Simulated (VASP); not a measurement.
# NaSrI3 (Pm-3m) in VASP: a series of runs

Runs on NaSrI3. Level: r2SCAN+rVV10. Tasks: single point, relaxation of cell and atoms.

Program: VASP 6.6.1. These are calculated values, not measurements. Logs are shortened: lines on timing, memory, paths and dates and some standing lists are left out, and cuts for length are marked.

**1. The cell of the first run**

Symmetry: Pm-3m, No. 221, cubic system. The conventional cell has a = 6.344 Å, b = 6.344 Å, c = 6.344 Å, α = 90.00°, β = 90.00°, γ = 90.00°. Within 5.9 Å of Na (site symmetry m-3m) lie 12 I at 4.49 Å and 8 Sr at 5.49 Å. Within 4.2 Å of Sr (site symmetry m-3m) lie 6 I at 3.17 Å. Within 4.2 Å of I (site symmetry 4/mmm) lie 2 Sr at 3.17 Å.

**2. Single point, r2SCAN+rVV10**

File POSCAR:

```
NaSrI3
1.0
    6.3435361352      0.0000000000      0.0000000000
    0.0000000000      6.3435361352      0.0000000000
    0.0000000000      0.0000000000      6.3435361352
Na Sr I
1 1 3
Direct
    0.0000000000      0.0000000000      0.0000000000
    0.5000000000      0.5000000000      0.5000000000
    0.0000000000      0.5000000000      0.5000000000
    0.5000000000      0.0000000000      0.5000000000
    0.5000000000      0.5000000000      0.0000000000
```

File INCAR.step1:

```
SYSTEM = NaSrI3
ALGO     = Normal         ! electronic algorithm
EDIFF    = 1E-4           ! SCF threshold, eV
ENCUT    = 520            ! plane-wave cutoff, eV
GGA      = PE             ! functional
ISMEAR   = -1             ! smearing method
LASPH    = .TRUE.         ! aspherical terms in the spheres
LCHARG   = .FALSE.        ! write CHGCAR
LREAL    = .FALSE.        ! projectors in reciprocal space
LWAVE    = .TRUE.         ! write WAVECAR
NBANDS   = 27             ! bands
NELM     = 100            ! most SCF steps
PREC     = Accurate       ! precision mode
SIGMA    = 0.03           ! smearing width, eV
```

File INCAR.step2:

```
SYSTEM = NaSrI3
ALGO     = Normal         ! electronic algorithm
BPARAM   = 11.95        
CPARAM   = 0.0093       
EDIFF    = 1E-7           ! SCF threshold, eV
ENCUT    = 520            ! plane-wave cutoff, eV
ISIF     = 2              ! what is computed and relaxed
ISMEAR   = -1             ! smearing method
ISTART   = 1            
IVDW_NL  = 2            
LASPH    = .TRUE.         ! aspherical terms in the spheres
LCHARG   = .FALSE.        ! write CHGCAR
LMIXTAU  = .TRUE.       
LREAL    = .FALSE.        ! projectors in reciprocal space
LUSE_VDW = .TRUE.       
LWAVE    = .FALSE.        ! write WAVECAR
METAGGA  = R2SCAN         ! meta-GGA
NBANDS   = 27             ! bands
NELM     = 100            ! most SCF steps
PREC     = Accurate       ! precision mode
SIGMA    = 0.03           ! smearing width, eV
```

File KPOINTS:

```
k-points
0
G
  4 4 4
  0 0 0
```

Potentials or basis: VASP PAW PBE potentials, release 64 (Na_pv, Sr_sv, I).

On the command line:

```bash
$ cat potpaw_PBE.64/Na_pv/POTCAR potpaw_PBE.64/Sr_sv/POTCAR potpaw_PBE.64/I/POTCAR > POTCAR
$ cp INCAR.step1 INCAR
$ mpirun -np 1 vasp_std > vasp.out
$ cp INCAR.step2 INCAR
$ mpirun -np 1 vasp_std > vasp.out
```

OUTCAR:

```text
SYSTEM = NaSrI3
   BPARAM = 11.95
   EDIFF = 1E-7
   ENCUT = 520
   ISIF = 2
   ISMEAR = -1
   ISTART = 1
   IVDW_NL = 2
   LASPH = .TRUE.
   LREAL = .FALSE.
   METAGGA = R2SCAN
   NELM = 100
   PREC = Accurate

 ion  position               nearest neighbor table
   1  0.000  0.000  0.000-
   2  0.500  0.500  0.500-   3 3.17   4 3.17   5 3.17   5 3.17   4 3.17   3 3.17
   3  0.000  0.500  0.500-   2 3.17   2 3.17
   4  0.500  0.000  0.500-   2 3.17   2 3.17
   5  0.500  0.500  0.000-   2 3.17   2 3.17

  LATTYP: Found a simple cubic cell.
 ALAT       =     6.3435361352

  Lattice vectors:

 A1 = (   6.3435361352,   0.0000000000,   0.0000000000)
 A2 = (   0.0000000000,   6.3435361352,   0.0000000000)
 A3 = (   0.0000000000,   0.0000000000,   6.3435361352)

Analysis of symmetry for initial positions (statically):
=====================================================================
 Subroutine PRICEL returns:
 Original cell was already a primitive cell.

 Routine SETGRP: Setting up the symmetry group for a
 simple cubic supercell.

 Subroutine GETGRP returns: Found 48 space group operations
 (whereof 48 operations were pure point group operations)
 out of a pool of 48 trial point group operations.

The static configuration has the point symmetry O_h .

Analysis of symmetry for dynamics (positions and initial velocities):
=====================================================================
 Subroutine PRICEL returns:
 Original cell was already a primitive cell.

 Routine SETGRP: Setting up the symmetry group for a
 simple cubic supercell.

 Subroutine GETGRP returns: Found 48 space group operations
 (whereof 48 operations were pure point group operations)
 out of a pool of 48 trial point group operations.

The dynamic configuration has the point symmetry O_h .

 Subroutine INISYM returns: Found 48 space group operations
 (whereof 48 operations are pure point group operations),
 and found     1 'primitive' translations

----------------------------------------------------------------------------------------

                                     Primitive cell

  volume of cell :     255.2668

  direct lattice vectors                    reciprocal lattice vectors
     6.343536135  0.000000000  0.000000000     0.157640782  0.000000000  0.000000000
     0.000000000  6.343536135  0.000000000     0.000000000  0.157640782  0.000000000
     0.000000000  0.000000000  6.343536135     0.000000000  0.000000000  0.157640782

  length of vectors
     6.343536135  6.343536135  6.343536135     0.157640782  0.157640782  0.157640782

  position of ions in fractional coordinates (direct lattice)
     0.000000000  0.000000000  0.000000000
     0.500000000  0.500000000  0.500000000
     0.000000000  0.500000000  0.500000000
     0.500000000  0.000000000  0.500000000
     0.500000000  0.500000000  0.000000000

  ion indices of the primitive-cell ions
   primitive index   ion index
                 1           1
                 2           2
                 3           3
                 4           4
                 5           5

----------------------------------------------------------------------------------------

 KPOINTS: k-points

Automatic generation of k-mesh.
 Grid dimensions read from file:
 generate k-points for:    4    4    4

 Generating k-lattice:

  Cartesian coordinates                     Fractional coordinates (reciprocal lattice)
     0.039410196  0.000000000  0.000000000     0.250000000  0.000000000  0.000000000
     0.000000000  0.039410196  0.000000000     0.000000000  0.250000000  0.000000000
     0.000000000  0.000000000  0.039410196     0.000000000  0.000000000  0.250000000

  Length of vectors
     0.039410196  0.039410196  0.039410196

  Shift w.r.t. Gamma in fractional coordinates (k-lattice)
     0.000000000  0.000000000  0.000000000

 Subroutine IBZKPT returns following result:
 ===========================================

 Found     10 irreducible k-points:

 Following reciprocal coordinates:
            Coordinates               Weight
  0.000000  0.000000  0.000000      1.000000
  0.250000  0.000000  0.000000      6.000000
  0.500000  0.000000  0.000000      3.000000
  0.250000  0.250000  0.000000     12.000000
  0.500000  0.250000  0.000000     12.000000
  0.500000  0.500000  0.000000      3.000000
  0.250000  0.250000  0.250000      8.000000
  0.500000  0.250000  0.250000     12.000000
  0.500000  0.500000  0.250000      6.000000
  0.500000  0.500000  0.500000      1.000000
   k-points           NKPTS =     10   k-points in BZ     NKDIM =     10   number of bands    NBANDS=     27
   number of dos      NEDOS =    301   number of ions     NIONS =      5
   total plane-waves  NPLWV = 110592
   dimension x,y,z NGX =    48 NGY =   48 NGZ =   48
   dimension x,y,z NGXF=    96 NGYF=   96 NGZF=   96
   ions per type =               1   1   3
   NGX,Y,Z   is equivalent  to a cutoff of  12.58, 12.58, 12.58 a.u.
   NGXF,Y,Z  is equivalent  to a cutoff of  25.16, 25.16, 25.16 a.u.
 SYSTEM =  NaSrI3
   PREC   = accura    normal or accurate (medium, high low for compatibility)
   ISTART =      1    job   : 0-new  1-cont  2-samecut
   ICHARG =      0    charge: 1-file 2-atom 10-const
   ISPIN  =      1    spin polarized calculation?
   LNONCOLLINEAR =      F non collinear calculations
   LSORBIT =      F    spin-orbit coupling
   LASPH  =      T    aspherical Exc in radial PAW
   ENCUT  =  520.0 eV  38.22 Ry    6.18 a.u.  11.79 11.79 11.79*2*pi/ulx,y,z
   NELM   =    100;   NELMIN=  2; NELMDL=  0     # of ELM steps
   EDIFF  = 0.1E-06   stopping-criterion for ELM
   LREAL  =      F    real-space projection
   EDIFFG = 0.1E-05   stopping-criterion for IOM
   NSW    =      0    number of steps for IOM
   IBRION =     -1    ionic relax: 0-MD 1-quasi-New 2-CG
   NFREE  =      0    steps in history (QN), initial steepest desc. (CG)
   ISIF   =      2    stress and relaxation
   ISYM   =      2    0-nonsym 1-usesym 2-fastsym
   POTIM  = 0.5000    time-step for ionic-motion
   TEBEG  =    0.0;   TEEND  =   0.0 temperature during run
   PSTRESS=    0.0 pullay stress
   NELECT =      38.0000    total number of electrons
   NUPDOWN=      -1.0000    fix difference up-down
   EMIN   =  10.00;   EMAX   =-10.00  energy-range for DOS
   EFERMI =   0.00;   METHOD = LEGACY
   ISMEAR =    -1;   SIGMA  =   0.03  broadening in eV -4-tet -1-fermi 0-gaus
   EFERMI_NEDOS =   21; number of points for ismear=-14 and -15
   IALGO  =     38    algorithm
   IMIX   =      4    mixing-type and parameters
     AMIX     =   0.40;   BMIX     =  1.00
     AMIX_MAG =   1.60;   BMIX_MAG =  1.00
  volume/ion in A,a.u.               =      51.05       344.53
  Fermi-wavevector in a.u.,A,eV,Ry     =   0.867637  1.639596 10.242378  0.752794
  Thomas-Fermi vector in A             =   1.986199
   LORBIT       =      0    0 simple, 1 ext, 2 COOP (PROOUT), +10 PAW based schemes
   METAGGA = R2SCAN    functional components
   LHFCALC =     F    Hartree Fock is set to
   AEXX    =    0.0000 exact exchange contribution
   IVDW_NL    =     2    kernel type
   BPARAM     =11.9500
   IVDW    =     0    specifies the selected vdW correction
   LEPSILON=     F    determine dielectric tensor
   LRPA    =     F    only Hartree local field effects (RPA)
 non-spin polarized calculation
  energy-cutoff  :      520.00
  volume of cell :      255.27
 maximum number of plane-waves:      6931
 NGX is ok and might be reduce to    48
   NGX = 23   NGY = 23   NGZ = 23

 number of electron      37.9999998 magnetization

 Free energy of the ion-electron system (eV)
  ---------------------------------------------------
  ext. energy  EPLUGINS =         0.00000000
  ---------------------------------------------------
  free energy    TOTEN  =       -98.54626342 eV

  energy without entropy =      -98.54626342  energy(sigma->0) =      -98.54626342

 E-fermi :   0.3399     XC(G=0):  -6.9913

 val. band max:       -0.4084956234   @ k =   0.5000   0.5000   0.5000
 cond. band min:       2.5377437341   @ k =   0.0000   0.0000   0.0000
 fundamental gap:      2.9462393576
 Fermi energy:         0.3399188868

 k-point     1 :       0.0000    0.0000    0.0000
  band No.  band energies     occupation
      1     -35.4236      2.00000
      2     -25.9234      2.00000
      3     -25.9234      2.00000
      4     -25.9234      2.00000
      5     -16.8793      2.00000
      6     -16.8793      2.00000
[... 19 lines left out ...]
     26       5.7548      0.00000
     27       5.9727      0.00000

 k-point     2 :       0.2500    0.0000    0.0000
  band No.  band energies     occupation
      1     -35.4236      2.00000
      2     -25.9234      2.00000
      3     -25.9234      2.00000
      4     -25.9234      2.00000
      5     -16.8965      2.00000
      6     -16.8791      2.00000
[... 19 lines left out ...]
     26       5.9788      0.00000
     27       6.2935      0.00000

 k-point     3 :       0.5000    0.0000    0.0000
  band No.  band energies     occupation
      1     -35.4236      2.00000
      2     -25.9234      2.00000
      3     -25.9234      2.00000
      4     -25.9234      2.00000
      5     -16.9134      2.00000
      6     -16.8788      2.00000
[... 19 lines left out ...]
     26       5.9851      0.00000
     27       6.5427      0.00000

 k-point     4 :       0.2500    0.2500    0.0000
  band No.  band energies     occupation
      1     -35.4236      2.00000
      2     -25.9234      2.00000
      3     -25.9234      2.00000
      4     -25.9234      2.00000
      5     -16.8963      2.00000
      6     -16.8961      2.00000
[... 19 lines left out ...]
     26       5.8197      0.00000
     27       6.1225      0.00000

 k-point     5 :       0.5000    0.2500    0.0000
  band No.  band energies     occupation
      1     -35.4236      2.00000
      2     -25.9234      2.00000
      3     -25.9234      2.00000
      4     -25.9234      2.00000
      5     -16.9131      2.00000
      6     -16.8960      2.00000
[... 19 lines left out ...]
     26       5.9247      0.00000
     27       6.2297      0.00000

 k-point     6 :       0.5000    0.5000    0.0000
  band No.  band energies     occupation
      1     -35.4236      2.00000
      2     -25.9234      2.00000
      3     -25.9234      2.00000
      4     -25.9234      2.00000
      5     -16.9128      2.00000
      6     -16.9128      2.00000
[... 19 lines left out ...]
     26       5.8272      0.00000
     27       6.4351      0.00000

 k-point     7 :       0.2500    0.2500    0.2500
  band No.  band energies     occupation
      1     -35.4236      2.00000
      2     -25.9234      2.00000
      3     -25.9234      2.00000
      4     -25.9234      2.00000
      5     -16.8961      2.00000
      6     -16.8959      2.00000
[... 19 lines left out ...]
     26       6.0649      0.00000
     27       6.8881      0.00000

 k-point     8 :       0.5000    0.2500    0.2500
  band No.  band energies     occupation
      1     -35.4236      2.00000
      2     -25.9234      2.00000
      3     -25.9234      2.00000
      4     -25.9234      2.00000
      5     -16.9128      2.00000
      6     -16.8958      2.00000
[... 19 lines left out ...]
     26       6.4338      0.00000
     27       6.5552      0.00000

 k-point     9 :       0.5000    0.5000    0.2500
  band No.  band energies     occupation
      1     -35.4237      2.00000
      2     -25.9234      2.00000
      3     -25.9234      2.00000
      4     -25.9234      2.00000
      5     -16.9125      2.00000
      6     -16.9125      2.00000
[... 19 lines left out ...]
     26       6.3235      0.00000
     27       6.5657      0.00000

 k-point    10 :       0.5000    0.5000    0.5000
  band No.  band energies     occupation
      1     -35.4237      2.00000
      2     -25.9234      2.00000
      3     -25.9234      2.00000
      4     -25.9234      2.00000
      5     -16.9123      2.00000
      6     -16.9123      2.00000
[... 19 lines left out ...]
     26       6.3417      0.00000
     27       6.9139      0.00000

------------------------ aborting loop because EDIFF is reached ----------------------------------------

  FORCE on cell =-STRESS in cart. coord.  units (eV):
  Direction    XX          YY          ZZ          XY          YZ          ZX
  --------------------------------------------------------------------------------------
  -------------------------------------------------------------------------------------
  Total        0.1347511      0.1347511      0.1347511      0.0000000      0.0000000     -0.0000000
  in kB        0.8457627      0.8457627      0.8457627      0.0000000      0.0000000     -0.0000000
  external PRESSURE =       0.8457627 kB  Pullay stress =       0.0000000 kB

 VOLUME and BASIS-vectors are now :
 -----------------------------------------------------------------------------
  energy-cutoff  :      520.00
  volume of cell :      255.27
      direct lattice vectors                 reciprocal lattice vectors
     6.343536135  0.000000000  0.000000000     0.157640782  0.000000000  0.000000000
     0.000000000  6.343536135  0.000000000     0.000000000  0.157640782  0.000000000
     0.000000000  0.000000000  6.343536135     0.000000000  0.000000000  0.157640782

 POSITION                                       TOTAL-FORCE (eV/Angst)
 -----------------------------------------------------------------------------------
      0.00000      0.00000      0.00000         0.000000      0.000000      0.000000
      3.17177      3.17177      3.17177         0.000000      0.000000      0.000000
      0.00000      3.17177      3.17177         0.000000      0.000000      0.000000
      3.17177      0.00000      3.17177         0.000000      0.000000      0.000000
      3.17177      3.17177      0.00000         0.000000      0.000000      0.000000
 -----------------------------------------------------------------------------------
    total drift:                                0.000000     -0.000000     -0.000000

  FREE ENERGIE OF THE ION-ELECTRON SYSTEM (eV)
  ---------------------------------------------------
  free  energy   TOTEN  =       -98.5462634185 eV

  energy  without entropy=      -98.5462634185  energy(sigma->0) =      -98.54626342
```

Wall time 3.3 min (1 thread of Intel Xeon 6975P-C (Granite Rapids), shared host); peak memory 0.78 GiB.

Results:

```yaml
Free_energy: -98.5463 eV
Pressure: 0.1 GPa
Band_gap_on_the_k_mesh: 2.95 eV (least direct gap 3.24 eV)
```

Levels at points of the mesh, in eV from the valence-band top:
| k point | band 15 | band 16 | band 17 | band 18 | band 19 | band 20 | band 21 | band 22 | band 23 | band 24 |
| --- | --- | --- | --- | --- | --- | --- | --- | --- | --- | --- |
| (0.00, 0.00, 0.00) | -0.55 | -0.55 | -0.29 | -0.29 | -0.29 | 2.95 | 4.63 | 4.63 | 4.63 | 5.72 |
| (0.50, 0.00, 0.00) | -0.90 | -0.90 | -0.67 | -0.37 | -0.37 | 4.15 | 4.74 | 4.88 | 5.80 | 5.80 |
| (0.50, 0.50, 0.00) | -0.88 | -0.88 | -0.88 | -0.88 | -0.01 | 4.22 | 5.79 | 5.94 | 5.94 | 6.02 |
| (0.50, 0.50, 0.50) | -1.38 | -1.38 | 0.00 | 0.00 | 0.00 | 3.39 | 6.37 | 6.37 | 6.37 | 6.75 |

Caveat: the PAW data sets were made with another functional, which shifts forces and pressure a little; spin-orbit coupling is left out, which moves the levels of the heavy elements.

(Continued in part 2 of 2.)
